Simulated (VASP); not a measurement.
## SnO: single point with r2SCAN

SnO:

```
CELL_PARAMETERS angstrom
3.79860 0.00000 0.00000
0.00000 3.79860 0.00000
0.00000 0.00000 4.84080
ATOMIC_POSITIONS crystal
Sn 0.50000 0.00000 0.23690
Sn 0.00000 0.50000 0.76310
O 0.00000 0.00000 0.00000
O 0.50000 0.50000 0.00000
```

* Program: VASP 6.6.1
* Task: single point
* Functional: r2SCAN
* Potentials or basis: VASP PAW PBE potentials, release 64 (Sn_d, O)
* Cutoff: 520 eV
* k mesh: 6 × 6 × 4
* Occupations: gaussian, width 0.1 eV
* Spin: no spin polarisation

| Quantity | Value |
| --- | --- |
| Pressure | 1.3 GPa |
| Largest force | 0.149 eV/Å |
| Band gap on the k mesh | 0.18 eV, indirect (least direct gap 2.31 eV) |

Forces in eV/Å, atoms in the order of the input:
```
Sn   0.000  0.000  0.149
Sn   0.000  0.000 -0.149
O    0.000  0.000  0.000
O    0.000  0.000  0.000
```

Stress tensor (GPa, compression positive):
```
1.33 0.00 0.00
0.00 1.33 0.00
0.00 0.00 1.21
```

Levels at points of the mesh, in eV from the valence-band top:
```csv
k point,band 17,band 18,band 19,band 20,band 21,band 22,band 23,band 24
"(0.00, 0.00, 0.00)",-3.94,-3.64,-3.64,0.00,2.41,4.57,4.87,4.87
"(0.50, 0.00, 0.00)",-5.34,-5.34,-3.00,-3.00,3.46,3.46,6.21,6.21
"(0.50, 0.50, 0.00)",-2.96,-2.96,-2.13,-2.13,0.18,0.18,4.74,4.74
"(0.00, 0.00, 0.50)",-3.65,-3.65,-3.09,-2.58,1.96,3.12,3.12,3.81
"(0.50, 0.00, 0.50)",-5.30,-5.30,-2.03,-2.03,2.78,2.78,5.69,5.69
"(0.50, 0.50, 0.50)",-2.96,-2.96,-2.92,-2.92,2.46,2.46,4.37,4.37
```

It took 2.1 min on 1 thread of Intel(R) Xeon(R) Platinum 8488C (Sapphire Rapids), with other jobs on the host, peak memory 0.2 GiB.

Caveat: the PAW data sets were made with another functional, which shifts forces and pressure a little; spin-orbit coupling is left out, which moves the levels of the heavy elements. A k mesh can miss the band edges.
